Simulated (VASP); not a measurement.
# GeIrPt6 (Pm-3) in VASP: a series of runs

GeIrPt6 is run at these levels: PBE; tasks: single point.

Program: VASP 6.6.1. These are calculated values, not measurements. Logs are shortened: lines on timing, memory, paths and dates and some standing lists are left out, and cuts for length are marked.

### Step 1. The cell of the first run

Symmetry: Pm-3, No. 200, cubic system. Conventional cell: a = 5.056 Å, b = 5.056 Å, c = 5.056 Å, α = 90.00°, β = 90.00°, γ = 90.00°. Ge (site symmetry m-3) has 12 Pt at 2.83 Å within 3.7 Å. Ir (site symmetry m-3) has 12 Pt at 2.83 Å within 3.7 Å. Within 3.3 Å of Pt (site symmetry mm2) lie 10 Pt at 2.52 to 3.10 Å and 2 Ir at 2.83 Å and 2 Ge at 2.83 Å.

### Step 2. Single point, PBE

File INCAR:

```
SYSTEM = GeIrPt6
PREC = Accurate
ENCUT = 500
EDIFF = 1E-6
ISMEAR = 0
SIGMA = 0.2
LREAL = .FALSE.
LASPH = .TRUE.
NELM = 120
ALGO = Normal
ISIF = 2
LWAVE = .FALSE.
LCHARG = .FALSE.
GGA = PE
NBANDS = 52
GGA_COMPAT = .FALSE.
```

File KPOINTS:

```
regular mesh
0
G
  3 3 3
  0 0 0
```

File POSCAR:

```
GeIrPt6
1.0
    5.0563639464      0.0000000000      0.0000000000
    0.0000000000      5.0563639464      0.0000000000
    0.0000000000      0.0000000000      5.0563639464
Ge Ir Pt
1 1 6
Direct
    0.5000000000      0.5000000000      0.5000000000
    0.0000000000      0.0000000000      0.0000000000
    0.0000000000      0.5000000000      0.7504756599
    0.5000000000      0.2495243401      0.0000000000
    0.7504756599      0.0000000000      0.5000000000
    0.0000000000      0.5000000000      0.2495243401
    0.5000000000      0.7504756599      0.0000000000
    0.2495243401      0.0000000000      0.5000000000
```

Potentials or basis: VASP PAW PBE potentials, release 64 (Ge_d, Ir, Pt).

Command:

```
cat potpaw_PBE.64/Ge_d/POTCAR potpaw_PBE.64/Ir/POTCAR potpaw_PBE.64/Pt/POTCAR > POTCAR
mpirun -np 1 vasp_std > vasp.out
```

OUTCAR:

```text
SYSTEM = GeIrPt6
   PREC = Accurate
   ENCUT = 500
   EDIFF = 1E-6
   ISMEAR = 0
   LREAL = .FALSE.
   LASPH = .TRUE.
   NELM = 120
   ISIF = 2
   GGA = PE

 ion  position               nearest neighbor table
   1  0.500  0.500  0.500-   3 2.83   4 2.83   5 2.83   6 2.83   7 2.83   8 2.83   4 2.83   7 2.83
                             5 2.83   8 2.83   3 2.83   6 2.83
   2  0.000  0.000  0.000-   3 2.83   4 2.83   5 2.83   6 2.83   7 2.83   8 2.83   5 2.83   8 2.83
                             3 2.83   6 2.83   4 2.83   7 2.83
   3  0.000  0.500  0.750-   6 2.52   6 2.53   2 2.83   2 2.83   1 2.83   1 2.83   7 3.10   4 3.10
                             4 3.10   7 3.10   8 3.10   5 3.10   8 3.10   5 3.10
   4  0.500  0.250  0.000-   7 2.52   7 2.53   2 2.83   2 2.83   1 2.83   1 2.83   6 3.10   3 3.10
                             3 3.10   6 3.10   8 3.10   8 3.10   5 3.10   5 3.10
   5  0.750  0.000  0.500-   8 2.52   8 2.53   2 2.83   2 2.83   1 2.83   1 2.83   3 3.10   4 3.10
                             4 3.10   7 3.10   6 3.10   3 3.10   6 3.10   7 3.10
   6  0.000  0.500  0.250-   3 2.52   3 2.53   2 2.83   2 2.83   1 2.83   1 2.83   4 3.10   7 3.10
                             4 3.10   7 3.10   8 3.10   8 3.10   5 3.10   5 3.10
   7  0.500  0.750  0.000-   4 2.52   4 2.53   2 2.83   2 2.83   1 2.83   1 2.83   6 3.10   3 3.10
                             3 3.10   6 3.10   8 3.10   5 3.10   5 3.10   8 3.10
   8  0.250  0.000  0.500-   5 2.52   5 2.53   2 2.83   2 2.83   1 2.83   1 2.83   6 3.10   7 3.10
                             4 3.10   4 3.10   7 3.10   3 3.10   3 3.10   6 3.10

  LATTYP: Found a simple cubic cell.
 ALAT       =     5.0563639464

  Lattice vectors:

 A1 = (   5.0563639464,   0.0000000000,   0.0000000000)
 A2 = (   0.0000000000,   5.0563639464,   0.0000000000)
 A3 = (   0.0000000000,   0.0000000000,   5.0563639464)

Analysis of symmetry for initial positions (statically):
=====================================================================
 Subroutine PRICEL returns:
 Original cell was already a primitive cell.

 Routine SETGRP: Setting up the symmetry group for a
 simple cubic supercell.

 Subroutine GETGRP returns: Found 24 space group operations
 (whereof 24 operations were pure point group operations)
 out of a pool of 48 trial point group operations.

The static configuration has the point symmetry T_h .

Analysis of symmetry for dynamics (positions and initial velocities):
=====================================================================
 Subroutine PRICEL returns:
 Original cell was already a primitive cell.

 Routine SETGRP: Setting up the symmetry group for a
 simple cubic supercell.

 Subroutine GETGRP returns: Found 24 space group operations
 (whereof 24 operations were pure point group operations)
 out of a pool of 48 trial point group operations.

The dynamic configuration has the point symmetry T_h .

 Subroutine INISYM returns: Found 24 space group operations
 (whereof 24 operations are pure point group operations),
 and found     1 'primitive' translations

----------------------------------------------------------------------------------------

                                     Primitive cell

  volume of cell :     129.2751

  direct lattice vectors                    reciprocal lattice vectors
     5.056363946  0.000000000  0.000000000     0.197770574  0.000000000  0.000000000
     0.000000000  5.056363946  0.000000000     0.000000000  0.197770574  0.000000000
     0.000000000  0.000000000  5.056363946     0.000000000  0.000000000  0.197770574

  length of vectors
     5.056363946  5.056363946  5.056363946     0.197770574  0.197770574  0.197770574

  position of ions in fractional coordinates (direct lattice)
     0.500000000  0.500000000  0.500000000
     0.000000000  0.000000000  0.000000000
     0.000000000  0.500000000  0.750475660
     0.500000000  0.249524340  0.000000000
     0.750475660  0.000000000  0.500000000
     0.000000000  0.500000000  0.249524340
     0.500000000  0.750475660  0.000000000
     0.249524340  0.000000000  0.500000000

  ion indices of the primitive-cell ions
   primitive index   ion index
                 1           1
                 2           2
                 3           3
                 4           4
                 5           5
                 6           6
                 7           7
                 8           8

----------------------------------------------------------------------------------------

 KPOINTS: regular mesh

Automatic generation of k-mesh.
 Grid dimensions read from file:
 generate k-points for:    3    3    3

 Generating k-lattice:

  Cartesian coordinates                     Fractional coordinates (reciprocal lattice)
     0.065923525  0.000000000  0.000000000     0.333333333  0.000000000  0.000000000
     0.000000000  0.065923525  0.000000000     0.000000000  0.333333333  0.000000000
     0.000000000  0.000000000  0.065923525     0.000000000  0.000000000  0.333333333

  Length of vectors
     0.065923525  0.065923525  0.065923525

  Shift w.r.t. Gamma in fractional coordinates (k-lattice)
     0.000000000  0.000000000  0.000000000

 Subroutine IBZKPT returns following result:
 ===========================================

 Found      4 irreducible k-points:

 Following reciprocal coordinates:
            Coordinates               Weight
  0.000000  0.000000  0.000000      1.000000
  0.333333  0.000000  0.000000      6.000000
  0.333333  0.333333  0.000000     12.000000
  0.333333  0.333333  0.333333      8.000000
   k-points           NKPTS =      4   k-points in BZ     NKDIM =      4   number of bands    NBANDS=     52
   number of dos      NEDOS =    301   number of ions     NIONS =      8
   total plane-waves  NPLWV =  64000
   dimension x,y,z NGX =    40 NGY =   40 NGZ =   40
   dimension x,y,z NGXF=    80 NGYF=   80 NGZF=   80
   ions per type =               1   1   6
   NGX,Y,Z   is equivalent  to a cutoff of  13.15, 13.15, 13.15 a.u.
   NGXF,Y,Z  is equivalent  to a cutoff of  26.30, 26.30, 26.30 a.u.
 SYSTEM =  GeIrPt6
   PREC   = accura    normal or accurate (medium, high low for compatibility)
   ISTART =      0    job   : 0-new  1-cont  2-samecut
   ICHARG =      2    charge: 1-file 2-atom 10-const
   ISPIN  =      1    spin polarized calculation?
   LNONCOLLINEAR =      F non collinear calculations
   LSORBIT =      F    spin-orbit coupling
   LASPH  =      T    aspherical Exc in radial PAW
   ENCUT  =  500.0 eV  36.75 Ry    6.06 a.u.   9.22  9.22  9.22*2*pi/ulx,y,z
   NELM   =    120;   NELMIN=  2; NELMDL= -5     # of ELM steps
   EDIFF  = 0.1E-05   stopping-criterion for ELM
   LREAL  =      F    real-space projection
   EDIFFG = 0.1E-04   stopping-criterion for IOM
   NSW    =      0    number of steps for IOM
   IBRION =     -1    ionic relax: 0-MD 1-quasi-New 2-CG
   NFREE  =      0    steps in history (QN), initial steepest desc. (CG)
   ISIF   =      2    stress and relaxation
   ISYM   =      2    0-nonsym 1-usesym 2-fastsym
   POTIM  = 0.5000    time-step for ionic-motion
   TEBEG  =    0.0;   TEEND  =   0.0 temperature during run
   PSTRESS=    0.0 pullay stress
   NELECT =      83.0000    total number of electrons
   NUPDOWN=      -1.0000    fix difference up-down
   EMIN   =  10.00;   EMAX   =-10.00  energy-range for DOS
   EFERMI =   0.00;   METHOD = LEGACY
   ISMEAR =     0;   SIGMA  =   0.20  broadening in eV -4-tet -1-fermi 0-gaus
   EFERMI_NEDOS =   21; number of points for ismear=-14 and -15
   IALGO  =     38    algorithm
   IMIX   =      4    mixing-type and parameters
     AMIX     =   0.40;   BMIX     =  1.00
     AMIX_MAG =   1.60;   BMIX_MAG =  1.00
  volume/ion in A,a.u.               =      16.16       109.05
  Fermi-wavevector in a.u.,A,eV,Ry     =   1.412307  2.668874 27.138342  1.994612
  Thomas-Fermi vector in A             =   2.534069
   LORBIT       =      0    0 simple, 1 ext, 2 COOP (PROOUT), +10 PAW based schemes
   GGA     = PE    functional components
   LHFCALC =     F    Hartree Fock is set to
   AEXX    =    0.0000 exact exchange contribution
   IVDW    =     0    specifies the selected vdW correction
   LEPSILON=     F    determine dielectric tensor
   LRPA    =     F    only Hartree local field effects (RPA)
 non-spin polarized calculation
 Gauss-broadening in eV      SIGMA  =   0.20
  energy-cutoff  :      500.00
  volume of cell :      129.28
 maximum number of plane-waves:      3289
 NGX is ok and might be reduce to    40
   NGX = 19   NGY = 19   NGZ = 19

 number of electron      83.0000000 magnetization

 Free energy of the ion-electron system (eV)
  ---------------------------------------------------
  ext. energy  EPLUGINS =         0.00000000
  ---------------------------------------------------
  free energy    TOTEN  =       -48.24712720 eV

  energy without entropy =      -48.06324825  energy(sigma->0) =      -48.15518772

 E-fermi :   9.5967     XC(G=0): -12.9432

 val. band max:        9.5720807260   @ k =   0.3333   0.0000   0.0000
 cond. band min:       9.6321666438   @ k =   0.0000   0.0000   0.0000
 fundamental gap:      0.0600859178
 Fermi energy:         9.5966963880

 k-point     1 :       0.0000    0.0000    0.0000
  band No.  band energies     occupation
      1     -15.4057      2.00000
      2     -15.4057      2.00000
      3     -15.3998      2.00000
      4     -15.3998      2.00000
      5     -15.3998      2.00000
      6      -1.3159      2.00000
[... 44 lines left out ...]
     51      15.3007      0.00000
     52      16.2696      0.00000

 k-point     2 :       0.3333    0.0000    0.0000
  band No.  band energies     occupation
      1     -15.4058      2.00000
      2     -15.4052      2.00000
      3     -15.4010      2.00000
      4     -15.3998      2.00000
      5     -15.3997      2.00000
      6      -0.7754      2.00000
[... 44 lines left out ...]
     51      14.9261      0.00000
     52      16.0039      0.00000

 k-point     3 :       0.3333    0.3333    0.0000
  band No.  band energies     occupation
      1     -15.4056      2.00000
      2     -15.4050      2.00000
      3     -15.4010      2.00000
      4     -15.4009      2.00000
      5     -15.3998      2.00000
      6      -0.3460      2.00000
[... 44 lines left out ...]
     51      15.4937      0.00000
     52      15.7528      0.00000

 k-point     4 :       0.3333    0.3333    0.3333
  band No.  band energies     occupation
      1     -15.4051      2.00000
      2     -15.4051      2.00000
      3     -15.4010      2.00000
      4     -15.4010      2.00000
      5     -15.4010      2.00000
      6      -0.0110      2.00000
[... 44 lines left out ...]
     51      15.6249      0.00000
     52      17.6108      0.00000

------------------------ aborting loop because EDIFF is reached ----------------------------------------

  FORCE on cell =-STRESS in cart. coord.  units (eV):
  Direction    XX          YY          ZZ          XY          YZ          ZX
  --------------------------------------------------------------------------------------
  -------------------------------------------------------------------------------------
  Total       -0.7391644     -0.7391644     -0.7391644      0.0000000      0.0000000     -0.0000000
  in kB       -9.1608679     -9.1608679     -9.1608679      0.0000000      0.0000000     -0.0000000
  external PRESSURE =      -9.1608679 kB  Pullay stress =       0.0000000 kB

 VOLUME and BASIS-vectors are now :
 -----------------------------------------------------------------------------
  energy-cutoff  :      500.00
  volume of cell :      129.28
      direct lattice vectors                 reciprocal lattice vectors
     5.056363946  0.000000000  0.000000000     0.197770574  0.000000000  0.000000000
     0.000000000  5.056363946  0.000000000     0.000000000  0.197770574  0.000000000
     0.000000000  0.000000000  5.056363946     0.000000000  0.000000000  0.197770574

 POSITION                                       TOTAL-FORCE (eV/Angst)
 -----------------------------------------------------------------------------------
      2.52818      2.52818      2.52818         0.000000     -0.000000      0.000000
      0.00000      0.00000      0.00000         0.000000     -0.000000      0.000000
      0.00000      2.52818      3.79468        -0.000000     -0.000000      0.035657
      2.52818      1.26169      0.00000        -0.000000     -0.035657     -0.000000
      3.79468      0.00000      2.52818         0.035657     -0.000000      0.000000
      0.00000      2.52818      1.26169         0.000000     -0.000000     -0.035657
      2.52818      3.79468      0.00000         0.000000      0.035657      0.000000
      1.26169      0.00000      2.52818        -0.035657     -0.000000     -0.000000
 -----------------------------------------------------------------------------------
    total drift:                               -0.000000      0.000000     -0.000000

  FREE ENERGIE OF THE ION-ELECTRON SYSTEM (eV)
  ---------------------------------------------------
  free  energy   TOTEN  =       -48.2471272021 eV

  energy  without entropy=      -48.0632482462  energy(sigma->0) =      -48.15518772
```

It took 52 s on 1 thread of AMD EPYC 7R43 (Zen 3), shared host; peak memory 0.21 GiB.

Results:

```
Free energy   : -48.2471 eV
Pressure      : -0.9 GPa
Largest force : 0.036 eV/Å
```

Forces in eV/Å, atoms in the order of the input:
```
Ge   0.000  0.000  0.000
Ir   0.000  0.000  0.000
Pt   0.000  0.000  0.036
Pt   0.000 -0.036  0.000
Pt   0.036  0.000  0.000
Pt   0.000  0.000 -0.036
Pt   0.000  0.036  0.000
Pt  -0.036  0.000  0.000
```

Levels at points of the mesh, in eV from the Fermi level:
```tsv
k point	band 37	band 38	band 39	band 40	band 41	band 42	band 43	band 44	band 45	band 46
(0.00, 0.00, 0.00)	-0.51	-0.51	-0.05	0.04	0.04	0.04	1.63	1.63	1.63	1.82
```

Caveat: the k points lie up to 0.41 Å⁻¹ apart; spin-orbit coupling is left out, which moves the levels of the heavy elements.

### Step 3. Single point, PBE

This run uses another cell than the first one, of 16.12 Å³/atom, 0.997 times its volume.

File INCAR:

```
SYSTEM = GeIrPt6
PREC     = Accurate       ! precision mode
ENCUT    = 500            ! plane-wave cutoff, eV
EDIFF    = 1E-6           ! SCF threshold, eV
ISMEAR   = 0              ! smearing method
SIGMA    = 0.2            ! smearing width, eV
LREAL    = .FALSE.        ! projectors in reciprocal space
LASPH    = .TRUE.         ! aspherical terms in the spheres
NELM     = 120            ! most SCF steps
ALGO     = Normal         ! electronic algorithm
ISIF     = 2              ! what is computed and relaxed
LWAVE    = .FALSE.        ! write WAVECAR
LCHARG   = .FALSE.        ! write CHGCAR
GGA      = PE             ! functional
NBANDS   = 52             ! bands
GGA_COMPAT= .FALSE.
```

File KPOINTS:

```
Automatic mesh
0
G
  3 3 3
  0 0 0
```

File POSCAR:

```
GeIrPt6
1.0
    5.0520907583      0.0000000000      0.0000000000
    0.0000000000      5.0520907583      0.0000000000
    0.0000000000      0.0000000000      5.0520907583
Ge Ir Pt
1 1 6
Direct
    0.0000000000      0.0000000000      0.0000000000
    0.5000000000      0.5000000000      0.5000000000
    0.0000000000      0.5000000000      0.7494718714
    0.5000000000      0.2505281286      0.0000000000
    0.7494718714      0.0000000000      0.5000000000
    0.0000000000      0.5000000000      0.2505281286
    0.5000000000      0.7494718714      0.0000000000
    0.2505281286      0.0000000000      0.5000000000
```

Potentials or basis: VASP PAW PBE potentials, release 64 (Ge_d, Ir, Pt).

Command:

```
cat potpaw_PBE.64/Ge_d/POTCAR potpaw_PBE.64/Ir/POTCAR potpaw_PBE.64/Pt/POTCAR > POTCAR
mpirun -np 1 vasp_std > vasp.out
```

Run time: 49 s. Hardware: 1 thread of AMD EPYC 7R43 (Zen 3), shared host; peak memory 0.21 GiB.

It converged, with:

- Free energy: -48.2485 eV
- Pressure: -0.4 GPa
- Largest force: 0.020 eV/Å

Forces in eV/Å, atoms in the order of the input:
```
Ge   0.000  0.000  0.000
Ir   0.000  0.000  0.000
Pt   0.000  0.000 -0.020
Pt   0.000  0.020  0.000
Pt  -0.020  0.000  0.000
Pt   0.000  0.000  0.020
Pt   0.000 -0.020  0.000
Pt   0.020  0.000  0.000
```

Levels at points of the mesh, in eV from the Fermi level:
| k point | band 38 | band 39 | band 40 | band 41 | band 42 | band 43 | band 44 | band 45 |
| --- | --- | --- | --- | --- | --- | --- | --- | --- |
| (0.00, 0.00, 0.00) | -0.51 | -0.05 | 0.04 | 0.04 | 0.04 | 1.64 | 1.64 | 1.64 |

Caveat: the k points lie up to 0.41 Å⁻¹ apart; spin-orbit coupling is left out, which moves the levels of the heavy elements.
